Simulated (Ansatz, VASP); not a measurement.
# MgBe2Te2O: VASP beside Ansatz

```
CELL_PARAMETERS angstrom
3.63759 0.00000 0.00000
0.00000 3.63759 0.00000
0.00000 0.00000 7.66879
ATOMIC_POSITIONS crystal
Mg 0.00000 0.00000 0.50000
Be 0.00000 0.50000 0.00000
Be 0.50000 0.00000 0.00000
Te 0.50000 0.50000 0.26818
Te 0.50000 0.50000 0.73182
O 0.00000 0.00000 0.00000
```

Change from the starting cell: species swapped into the YCr2Si2C type (P4/mmm, No. 123).

Alike in both runs: functional PBE; k mesh 10 × 10 × 6; occupations gaussian, width 0.1 eV; no spin polarisation.

Ansatz relaxed the structure, and its values are those at the end. VASP's run is a single point on that final structure, the one shown.

|  | VASP | Ansatz |
| --- | --- | --- |
| version | VASP 6.6.1 | Ansatz 0.2.0 |
| potentials or method | VASP PAW PBE potentials, release 64 (Mg, Be, Te, O), cutoff 520 eV | scalar-relativistic, plane waves, PAW |
| valence electrons in the cell | 24 | 52 |

Ansatz gave:

- gap on the k mesh at the Fermi level (eV): none
- pressure (GPa): 0.0
- rms of the force components (eV/Å): 0.000

Task: Estimate VASP's values.

Result: gap on the k mesh at the Fermi level (eV): none; pressure (GPa): 0.0; rms of the force components (eV/Å): 0.005.

A gap of «none» marks a metal or a gap that the smearing closes. The functional is the same, so the differences come from potentials, cutoffs and numerics. VASP's potentials hold 24 valence electrons a cell and Ansatz's 52, so a difference there can come from the potentials and not from the codes.

Spin-orbit coupling is off throughout.
